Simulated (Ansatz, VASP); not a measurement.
BaOs3: VASP beside Ansatz

```
CELL_PARAMETERS angstrom
4.18624 0.00000 0.00000
0.00000 4.18624 0.00000
0.00000 0.00000 4.18624
ATOMIC_POSITIONS crystal
Ba 0.00000 0.00000 0.00000
Os 0.00000 0.50000 0.50000
Os 0.50000 0.00000 0.50000
Os 0.50000 0.50000 0.00000
```

Alike in both runs: functional PBE; k mesh 12 × 12 × 12; occupations gaussian, width 0.1 eV; no spin polarisation.

Ansatz relaxed the structure, and its values are those at the end. VASP's run is a single point on that final structure, the one shown.

|  | VASP | Ansatz |
| --- | --- | --- |
| version | VASP 6.6.1 | Ansatz 0.2.0 |
| potentials or method | VASP PAW PBE potentials, release 64 (Ba_sv, Os), cutoff 520 eV | scalar-relativistic, plane waves, PAW |
| valence electrons in the cell | 34 | 58 |

|  | VASP | Ansatz | Ansatz less VASP |
| --- | --- | --- | --- |
| gap on the k mesh at the Fermi level (eV) | none | none | - |
| pressure (GPa) | 4.4 | 0.0 | -4.45 |

A gap of «none» marks a metal or a gap that the smearing closes. One of these differences is far larger than is usual between the two programs; its cause wasn't traced. With one functional, cell and mesh, what is left measures potentials, basis and numerics. VASP's potentials hold 34 valence electrons a cell and Ansatz's 58, so a difference there can come from the potentials and not from the codes.

Neither program's run includes spin-orbit coupling.
